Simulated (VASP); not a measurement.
# MgGe8 in VASP: single point with PBEsol

Aim: the single point of MgGe8 with PBEsol.

All numbers are computed with VASP 6.6.1; they aren't measurements. Logs are shortened: lines on timing, memory, paths and dates and some standing lists are left out, and cuts for length are marked.

### Step 1. The cell of the first run

The cell holds a slab with vacuum, 9 atoms: a = 4.013 Å, b = 5.676 Å, c = 25.020 Å, α = 90.00°, β = 90.00°, γ = 90.00°.

### Step 2. Single point, PBEsol

INCAR

```
PREC     = Accurate       # precision mode
ENCUT    = 520            # plane-wave cutoff, eV
EDIFF    = 1E-6           # SCF threshold, eV
ISMEAR   = 0              # smearing method
SIGMA    = 0.1            # smearing width, eV
LREAL    = False          # projectors in reciprocal space
LASPH    = True           # aspherical terms in the spheres
NELM     = 80             # most SCF steps
ALGO     = Normal         # electronic algorithm
ISIF     = 2              # what is computed and relaxed
LWAVE    = False          # write WAVECAR
LCHARG   = False          # write CHGCAR
LDIPOL   = True         
IDIPOL   = 3            
DIPOL    = 0.5 0.5 0.480
GGA      = PS             # functional
NBANDS   = 67             # bands
```

KPOINTS

```
regular mesh
0
Gamma
  7 5 1
```

POSCAR

```
MgGe8
1.0
    4.0133694111      0.0000000000      0.0000000000
    0.0000000000      5.6757614520      0.0000000000
    0.0000000000      0.0000000000     25.0200541167
Ge Mg
8 1
Direct
    0.5000000000      0.0000000000      0.3397274826
    0.0000000000      0.2500000000      0.3397274826
    0.0000000000      0.5000000000      0.4199305348
    0.5000000000      0.7500000000      0.4199305348
    0.5000000000     -0.0046923646      0.5020524745
    0.0000000000      0.2555039925      0.5018473765
    0.0000000000      0.4841809685      0.5889829755
    0.5000000000      0.7455937692      0.5862385822
    0.0000000000      0.0363073647      0.6172251241
```

Potentials or basis: VASP PAW PBE potentials, release 64 (Ge_d, Mg).

On the command line:

```sh
$ cat potpaw_PBE.64/Ge_d/POTCAR potpaw_PBE.64/Mg/POTCAR > POTCAR
$ mpirun -np 1 vasp_std > vasp.out
```

OUTCAR:

```text
PREC = Accurate
   ENCUT = 520
   EDIFF = 1E-6
   ISMEAR = 0
   LREAL = False
   LASPH = True
   NELM = 80
   ISIF = 2
   GGA = PS

 ion  position               nearest neighbor table
   1  0.500  0.000  0.340-   2 2.46   2 2.46   4 2.46
   2  0.000  0.250  0.340-   1 2.46   1 2.46   3 2.46
   3  0.000  0.500  0.420-   4 2.46   4 2.46   2 2.46   6 2.48
   4  0.500  0.750  0.420-   3 2.46   3 2.46   1 2.46   5 2.48
   5  0.500  0.995  0.502-   4 2.48   6 2.49   6 2.49   8 2.54
   6  0.000  0.256  0.502-   3 2.48   5 2.49   5 2.49   7 2.54   9 3.14
   7  0.000  0.484  0.589-   8 2.50   8 2.50   6 2.54   9 2.64   9 3.21
   8  0.500  0.746  0.586-   7 2.50   7 2.50   5 2.54   9 2.71   9 2.71
   9  0.000  0.036  0.617-   7 2.64   8 2.71   8 2.71   6 3.14   7 3.21

  LATTYP: Found a simple orthorhombic cell.
 ALAT       =     4.0133694111
 B/A-ratio  =     1.4142135624
 C/A-ratio  =     6.2341767113

  Lattice vectors:

 A1 = (   4.0133694111,   0.0000000000,   0.0000000000)
 A2 = (   0.0000000000,   5.6757614520,   0.0000000000)
 A3 = (   0.0000000000,   0.0000000000,  25.0200541167)

Analysis of symmetry for initial positions (statically):
=====================================================================
 Subroutine PRICEL returns:
 Original cell was already a primitive cell.

 Routine SETGRP: Setting up the symmetry group for a
 simple orthorhombic supercell.

 Subroutine GETGRP returns: Found  2 space group operations
 (whereof  2 operations were pure point group operations)
 out of a pool of  8 trial point group operations.

The static configuration has the point symmetry C_1h.

Analysis of symmetry for dynamics (positions and initial velocities):
=====================================================================
 Subroutine PRICEL returns:
 Original cell was already a primitive cell.

 Routine SETGRP: Setting up the symmetry group for a
 simple orthorhombic supercell.

 Subroutine GETGRP returns: Found  2 space group operations
 (whereof  2 operations were pure point group operations)
 out of a pool of  8 trial point group operations.

The dynamic configuration has the point symmetry C_1h.

 Subroutine INISYM returns: Found  2 space group operations
 (whereof  2 operations are pure point group operations),
 and found     1 'primitive' translations

----------------------------------------------------------------------------------------

                                     Primitive cell

  volume of cell :     569.9300

  direct lattice vectors                    reciprocal lattice vectors
     4.013369411  0.000000000  0.000000000     0.249167195  0.000000000  0.000000000
     0.000000000  5.675761452  0.000000000     0.000000000  0.176187813  0.000000000
     0.000000000  0.000000000 25.020054117     0.000000000  0.000000000  0.039967939

  length of vectors
     4.013369411  5.675761452 25.020054117     0.249167195  0.176187813  0.039967939

  position of ions in fractional coordinates (direct lattice)
     0.500000000  0.000000000  0.339727483
     0.000000000  0.250000000  0.339727483
     0.000000000  0.500000000  0.419930535
     0.500000000  0.750000000  0.419930535
     0.500000000  0.995307635  0.502052474
     0.000000000  0.255503993  0.501847377
     0.000000000  0.484180968  0.588982976
     0.500000000  0.745593769  0.586238582
     0.000000000  0.036307365  0.617225124

  ion indices of the primitive-cell ions
   primitive index   ion index
                 1           1
                 2           2
                 3           3
                 4           4
                 5           5
                 6           6
                 7           7
                 8           8
                 9           9

----------------------------------------------------------------------------------------

 KPOINTS: regular mesh

Automatic generation of k-mesh.
 Grid dimensions read from file:
 generate k-points for:    7    5    1

 Generating k-lattice:

  Cartesian coordinates                     Fractional coordinates (reciprocal lattice)
     0.035595314  0.000000000  0.000000000     0.142857143  0.000000000  0.000000000
     0.000000000  0.035237563  0.000000000     0.000000000  0.200000000  0.000000000
     0.000000000  0.000000000  0.039967939     0.000000000  0.000000000  1.000000000

  Length of vectors
     0.035595314  0.035237563  0.039967939

  Shift w.r.t. Gamma in fractional coordinates (k-lattice)
     0.000000000  0.000000000  0.000000000

 Subroutine IBZKPT returns following result:
 ===========================================

 Found     12 irreducible k-points:

 Following reciprocal coordinates:
            Coordinates               Weight
  0.000000  0.000000  0.000000      1.000000
  0.142857  0.000000  0.000000      2.000000
  0.285714  0.000000  0.000000      2.000000
  0.428571  0.000000  0.000000      2.000000
  0.000000  0.200000  0.000000      2.000000
  0.142857  0.200000  0.000000      4.000000
  0.285714  0.200000  0.000000      4.000000
  0.428571  0.200000  0.000000      4.000000
  0.000000  0.400000  0.000000      2.000000
  0.142857  0.400000  0.000000      4.000000
  0.285714  0.400000  0.000000      4.000000
  0.428571  0.400000  0.000000      4.000000
   k-points           NKPTS =     12   k-points in BZ     NKDIM =     12   number of bands    NBANDS=     67
   number of dos      NEDOS =    301   number of ions     NIONS =      9
   total plane-waves  NPLWV = 241920
   dimension x,y,z NGX =    30 NGY =   42 NGZ =  192
   dimension x,y,z NGXF=    60 NGYF=   84 NGZF=  384
   ions per type =               8   1
   NGX,Y,Z   is equivalent  to a cutoff of  12.43, 12.30, 12.76 a.u.
   NGXF,Y,Z  is equivalent  to a cutoff of  24.85, 24.60, 25.51 a.u.
 SYSTEM =  unknown system
   PREC   = accura    normal or accurate (medium, high low for compatibility)
   ISTART =      0    job   : 0-new  1-cont  2-samecut
   ICHARG =      2    charge: 1-file 2-atom 10-const
   ISPIN  =      1    spin polarized calculation?
   LNONCOLLINEAR =      F non collinear calculations
   LSORBIT =      F    spin-orbit coupling
   LASPH  =      T    aspherical Exc in radial PAW
   ENCUT  =  520.0 eV  38.22 Ry    6.18 a.u.   7.46 10.55 46.52*2*pi/ulx,y,z
   NELM   =     80;   NELMIN=  2; NELMDL= -5     # of ELM steps
   EDIFF  = 0.1E-05   stopping-criterion for ELM
   LREAL  =      F    real-space projection
   EDIFFG = 0.1E-04   stopping-criterion for IOM
   NSW    =      0    number of steps for IOM
   IBRION =     -1    ionic relax: 0-MD 1-quasi-New 2-CG
   NFREE  =      0    steps in history (QN), initial steepest desc. (CG)
   ISIF   =      2    stress and relaxation
   ISYM   =      2    0-nonsym 1-usesym 2-fastsym
   POTIM  = 0.5000    time-step for ionic-motion
   TEBEG  =    0.0;   TEEND  =   0.0 temperature during run
   PSTRESS=    0.0 pullay stress
   NELECT =     114.0000    total number of electrons
   NUPDOWN=      -1.0000    fix difference up-down
   EMIN   =  10.00;   EMAX   =-10.00  energy-range for DOS
   EFERMI =   0.00;   METHOD = LEGACY
   ISMEAR =     0;   SIGMA  =   0.10  broadening in eV -4-tet -1-fermi 0-gaus
   EFERMI_NEDOS =   21; number of points for ismear=-14 and -15
   IALGO  =     38    algorithm
   IMIX   =      4    mixing-type and parameters
     AMIX     =   0.40;   BMIX     =  1.00
     AMIX_MAG =   1.60;   BMIX_MAG =  1.00
  volume/ion in A,a.u.               =      63.33       427.34
  Fermi-wavevector in a.u.,A,eV,Ry     =   0.957420  1.809262 12.471829  0.916654
  Thomas-Fermi vector in A             =   2.086437
   LORBIT       =      0    0 simple, 1 ext, 2 COOP (PROOUT), +10 PAW based schemes
   GGA     = PS    functional components
   LHFCALC =     F    Hartree Fock is set to
   AEXX    =    0.0000 exact exchange contribution
   IVDW    =     0    specifies the selected vdW correction
   LEPSILON=     F    determine dielectric tensor
   LRPA    =     F    only Hartree local field effects (RPA)
 non-spin polarized calculation
 Gauss-broadening in eV      SIGMA  =   0.10
  energy-cutoff  :      520.00
  volume of cell :      569.93
 maximum number of plane-waves:     15403
 NGX is ok and might be reduce to    30
   NGX = 15   NGY = 21   NGZ = 93

 dipolmoment           0.000000      0.000000      0.122332 electrons x Angstroem

 number of electron     113.9999909 magnetization

 dipolmoment           0.000000      0.000000     -0.188124 electrons x Angstroem

 Free energy of the ion-electron system (eV)
  ---------------------------------------------------
  ext. energy  EPLUGINS =         0.00000000
  ---------------------------------------------------
  free energy    TOTEN  =       -38.33071557 eV

  energy without entropy =      -38.30439768  energy(sigma->0) =      -38.31755662

 E-fermi :  -1.0180     XC(G=0):  -4.1767

 val. band max:       -1.0207738730   @ k =   0.0000   0.2000   0.0000
 cond. band min:      -1.0067157981   @ k =   0.0000   0.0000   0.0000
 fundamental gap:      0.0140580749
 Fermi energy:        -1.0179995810

 k-point     1 :       0.0000    0.0000    0.0000
  band No.  band energies     occupation
      1     -25.6476      2.00000
      2     -25.6474      2.00000
      3     -25.6358      2.00000
      4     -25.6270      2.00000
      5     -25.5977      2.00000
      6     -25.5879      2.00000
[... 59 lines left out ...]
     66       2.2703      0.00000
     67       2.8581      0.00000

 k-point     2 :       0.1429    0.0000    0.0000
  band No.  band energies     occupation
      1     -25.6514      2.00000
      2     -25.6468      2.00000
      3     -25.6354      2.00000
      4     -25.6260      2.00000
      5     -25.5995      2.00000
      6     -25.5971      2.00000
[... 689 lines left out ...]
     66       3.1398      0.00000
     67       3.4299      0.00000

 k-point    12 :       0.4286    0.4000    0.0000
  band No.  band energies     occupation
      1     -25.6522      2.00000
      2     -25.6449      2.00000
      3     -25.6401      2.00000
      4     -25.6304      2.00000
      5     -25.5916      2.00000
      6     -25.5784      2.00000
[... 59 lines left out ...]
     66       2.8013      0.00000
     67       3.2196      0.00000

------------------------ aborting loop because EDIFF is reached ----------------------------------------

 vacuum level on the upper side and lower side of the slab       (xc-potential included)        -0.863         0.591

  FORCE on cell =-STRESS in cart. coord.  units (eV):
  Direction    XX          YY          ZZ          XY          YZ          ZX
  --------------------------------------------------------------------------------------
  -------------------------------------------------------------------------------------
  Total       -1.6853937     -2.5003777     -0.0137793      0.0000000      0.0318106      0.0000000
  in kB       -4.7379496     -7.0290184     -0.0387361      0.0000000      0.0894253      0.0000000
  external PRESSURE =      -3.9352347 kB  Pullay stress =       0.0000000 kB

 VOLUME and BASIS-vectors are now :
 -----------------------------------------------------------------------------
  energy-cutoff  :      520.00
  volume of cell :      569.93
      direct lattice vectors                 reciprocal lattice vectors
     4.013369411  0.000000000  0.000000000     0.249167195  0.000000000  0.000000000
     0.000000000  5.675761452  0.000000000     0.000000000  0.176187813  0.000000000
     0.000000000  0.000000000 25.020054117     0.000000000  0.000000000  0.039967939

 POSITION                                       TOTAL-FORCE (eV/Angst)
 -----------------------------------------------------------------------------------
      2.00668      0.00000      8.50000         0.000000      0.205366      0.020174
      0.00000      1.41894      8.50000         0.000000     -0.213216     -0.039819
      0.00000      2.83788     10.50668         0.000000     -0.193901     -0.001452
      2.00668      4.25682     10.50668         0.000000      0.201691      0.015694
      2.00668      5.64913     12.56138         0.000000      0.003632      0.006895
      0.00000      1.45018     12.55625         0.000000     -0.004953      0.000150
      0.00000      2.74810     14.73639         0.000000      0.000749      0.000693
      2.00668      4.23181     14.66772         0.000000     -0.002492      0.001054
      0.00000      0.20607     15.44301         0.000000      0.003125     -0.003389
 -----------------------------------------------------------------------------------
    total drift:                                0.000000     -0.004660     -0.005055

  FREE ENERGIE OF THE ION-ELECTRON SYSTEM (eV)
  ---------------------------------------------------
  free  energy   TOTEN  =       -38.3307155703 eV

  energy  without entropy=      -38.3043976790  energy(sigma->0) =      -38.31755662

 vacuum level on the upper side and lower side of the slab         2.168         3.651
```

Wall time 15 min (1 thread of Intel Xeon Platinum 8375C at 2.90GHz (Ice Lake), shared host); peak memory 0.69 GiB.

Results:

| Property | Result |
| --- | --- |
| Free energy | -38.3307 eV |
| Largest force | 0.217 eV/Å |
| Band gap on the k mesh | zero (band 57 reaches -0.83 eV, above the bottom of band 58 at -1.13 eV) |

Forces on the atoms (eV/Å):
```
Ge   0.000  0.205  0.020
Ge   0.000 -0.213 -0.040
Ge   0.000 -0.194 -0.001
Ge   0.000  0.202  0.016
Ge   0.000  0.004  0.007
Ge   0.000 -0.005  0.000
Ge   0.000  0.001  0.001
Ge   0.000 -0.002  0.001
Mg   0.000  0.003 -0.003
```

Caveat: the PAW data sets were made with another functional, which shifts forces and pressure a little.
